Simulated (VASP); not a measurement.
A run of VASP 6.6.1:

File INCAR:

```
SYSTEM = Al
ALGO = Fast ; EDIFF = 1E-7
ENCUT = 520 ; GGA = PE
ISIF = 2 ; ISMEAR = 0
IVDW = 12 ; LASPH = .TRUE.
LCHARG = .FALSE. ; LREAL = .FALSE.
LWAVE = .FALSE. ; NBANDS = 8
NELM = 100 ; PREC = Accurate
SIGMA = 0.15
```

KPOINTS

```
k-points
0
G
  26 26 26
  0 0 0
```

Contents of POSCAR:

```
Al
1.0
    0.0000000000      1.9913628292      2.1656070768
    1.9913628292      0.0000000000      2.1656070768
    1.9913628292      1.9913628292      0.0000000000
Al
1
Direct
    0.0000000000      0.0000000000      0.0000000000
```

Potentials or basis: VASP PAW PBE potentials, release 64 (Al).

Command:

```sh
$ cat potpaw_PBE.64/Al/POTCAR > POTCAR
$ mpirun -np 1 vasp_std > vasp.out
```

Hardware: 1 thread of Intel(R) Xeon(R) Platinum 8559C (Emerald Rapids) (shared host).

Problem. Estimate the wall time of this run.

Solution. Run time: 61 s on 1 thread of Intel(R) Xeon(R) Platinum 8559C (Emerald Rapids) (shared host), peak memory 0.27 GiB. Counts: scf iterations 12, k points 1330.
